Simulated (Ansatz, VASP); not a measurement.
CsOs in VASP and in Ansatz

```
Cs Os
1.0
     3.71975    0.00000    0.00000
     0.00000    3.71975    0.00000
     0.00000    0.00000    3.71975
Cs Os
1 1
Direct
  0.00000 0.00000 0.00000
  0.50000 0.50000 0.50000
```

Alike in both runs: functional PBE; k mesh 14 × 14 × 14; occupations gaussian, width 0.1 eV; no spin polarisation.

Ansatz relaxed the structure, and its values are those at the end. VASP's run is a single point on that final structure, the one shown.

|  | VASP | Ansatz |
| --- | --- | --- |
| version | VASP 6.6.1 | Ansatz 0.2.0 |
| potentials or method | VASP PAW PBE potentials, release 64 (Cs_sv, Os), cutoff 520 eV | scalar-relativistic, plane waves, PAW |
| valence electrons in the cell | 17 | 25 |

|  | VASP | Ansatz | Ansatz less VASP |
| --- | --- | --- | --- |
| gap on the k mesh at the Fermi level (eV) | none | none | - |
| pressure (GPa) | 0.7 | 0.0 | -0.73 |

A gap of «none» marks a metal or a gap that the smearing closes. VASP's potentials hold 17 valence electrons a cell and Ansatz's 25, so a difference there can come from the potentials and not from the codes.

Spin-orbit coupling is off throughout.
